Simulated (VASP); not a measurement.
The system is ScSbTe3.

```
Sc Sb Te
1.0
     4.05911    0.00000    0.00000
     0.00000    4.05911    0.00000
     0.00000    0.00000    9.46062
Sc Sb Te
1 1 3
Cartesian
  2.0296 2.0296 4.7303
  2.0296 2.0296 0.0000
  0.0000 0.0000 4.7303
  0.0000 0.0000 8.3006
  0.0000 0.0000 1.1601
```

The cell was generated, and may not be a known phase.

- Program: VASP 6.6.1
- Task: relaxation of cell and atoms
- Functional: PBE
- Potentials or basis: VASP PAW PBE potentials, release 64 (Sc_sv, Sb, Te)
- Cutoff: 600 eV
- k mesh: 4 × 4 × 2
- Occupations: gaussian, width 0.1 eV
- Spin: no spin polarisation

At the start: pressure 12.8 GPa; volume 31.18 Å³/atom.

Task: Where does the relaxation end?

Result: Over 27 steps the energy falls by 433.7 meV/atom and the volume is 33.49 Å³/atom (+7.4 %); space group P4/mmm (No. 123, to 0.1 Å) before and after.

Step by step:
```
step  energy change (eV)  largest force (eV/Å)  pressure (GPa)  volume (Å³)
   1              0.0000                9.5534           12.77       155.88
   2             -0.7295                1.0330           -6.36       217.15
   3             -2.0659                0.2299           -2.47       180.03
   4             -2.0895                0.2120           -2.12       178.47
   5             -2.0918                0.7299            0.73       169.21
   6             -2.1278                0.0335           -1.14       174.71
   7             -2.1313                0.1015           -0.66       173.13
   8             -2.1313                0.0697           -0.77       173.48
   9             -2.1496                0.1618            0.09       170.15
  10             -2.1497                0.1692            0.15       169.89
  11             -2.1522                0.1215            0.01       170.20
  12             -2.1548                0.1134           -0.25       170.80
  13             -2.1530                0.0367           -0.72       172.00
  14             -2.1560                0.1081           -0.38       171.12
  15             -2.1562                0.0396           -0.55       171.56
  16             -2.1565                0.0831           -0.46       171.33
  17             -2.1579                0.0670           -0.43       171.01
  18             -2.1595                0.0245           -0.32       170.29
  19             -2.1612                0.0400           -0.25       169.75
  20             -2.1643                0.0853            0.07       168.16
  21             -2.1611                0.1785            0.71       165.01
  22             -2.1647                0.1087            0.23       167.36
  23             -2.1664                0.0940            0.14       167.33
  24             -2.1672                0.0806            0.05       167.30
  25             -2.1673                0.0759            0.01       167.29
  26             -2.1677                0.0567           -0.02       167.34
  27             -2.1683                0.0117           -0.12       167.45
```

Final structure:
```yaml
crystal:
  lattice:
    - [4.05932, 0.00000, 0.00000]
    - [0.00000, 4.05932, 0.00000]
    - [0.00000, 0.00000, 10.16200]
  atoms:
    - { symbol: Sc, position: [0.50000, 0.50000, 0.50000] }
    - { symbol: Sb, position: [0.50000, 0.50000, 0.00000] }
    - { symbol: Te, position: [0.00000, 0.00000, 0.50000] }
    - { symbol: Te, position: [0.00000, 0.00000, 0.84806] }
    - { symbol: Te, position: [0.00000, 0.00000, 0.15193] }
```

Caveat: the k points lie up to 0.39 Å⁻¹ apart in the final cell, too coarse for converged energies and pressures of a metal; this functional lacks dispersion, which binds layers or chains, so the pressure and a relaxed spacing across them are unreliable.
